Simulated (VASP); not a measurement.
Write the native input for VASP 6.6.1 that does the following.

- Task: single point
- Functional: r2SCAN
- Dispersion: D3(BJ)
- Potentials or basis: VASP PAW PBE potentials, release 64 (Ba_sv)
- Cutoff: 550 eV
- k mesh: 7 × 7 × 7
- Occupations: fermi-dirac, width 0.05 eV
- Spin: no spin polarisation
- Dipole correction: no
- Further INCAR settings: ALGO = Normal; EDIFF = 1e-06; NBANDS = 11

The system is Ba.

```xyz
1
Lattice="0.0000 3.2037 3.2037 3.2037 0.0000 3.2037 3.2037 3.2037 0.0000" Properties=species:S:1:pos:R:3 pbc="T T T"
Ba    0.0000    0.0000    0.0000
```

This isn't the form of Ba at room conditions, which is bcc.

These files were run (other wordings do the same):

POSCAR

```
Ba
1.0
    0.0000000000      3.2036739616      3.2036739616
    3.2036739616      0.0000000000      3.2036739616
    3.2036739616      3.2036739616      0.0000000000
Ba
1
Direct
    0.0000000000      0.0000000000      0.0000000000
```

INCAR.step1

```
ALGO = Normal ; EDIFF = 1E-5
ENCUT = 550 ; GGA = PE
GGA_COMPAT = F ; ISMEAR = -1
LASPH = T ; LCHARG = F
LREAL = F ; LWAVE = T
NBANDS = 11 ; NELM = 120
PREC = Accurate ; SIGMA = 0.05
```

INCAR.step2

```
ALGO = Normal ; EDIFF = 1E-6
ENCUT = 550 ; GGA_COMPAT = F
ISIF = 2 ; ISMEAR = -1
ISTART = 1 ; IVDW = 12
LASPH = T ; LCHARG = F
LMIXTAU = T ; LREAL = F
LWAVE = F ; METAGGA = R2SCAN
NBANDS = 11 ; NELM = 120
PREC = Accurate ; SIGMA = 0.05
VDW_A1 = 0.49484001 ; VDW_A2 = 5.73083694
VDW_S6 = 1.0 ; VDW_S8 = 0.78981345
```

KPOINTS

```
k-points
0
Gamma
  7 7 7
```

Potentials or basis: VASP PAW PBE potentials, release 64 (Ba_sv).

Run with:

```sh
$ cat potpaw_PBE.64/Ba_sv/POTCAR > POTCAR
$ cp INCAR.step1 INCAR
$ mpirun -np 1 vasp_std > vasp.out
$ cp INCAR.step2 INCAR
$ mpirun -np 1 vasp_std > vasp.out
```

Results of the run:

| Item | Value |
| --- | --- |
| Pressure | 0.0 GPa |
| Dispersion energy per atom | -0.091 eV |

Caveat: the PAW data sets were made with another functional, which shifts forces and pressure a little.

It took 77 s on 1 thread of Intel Xeon 8259CL, with other jobs on the host, peak memory 0.23 GiB.
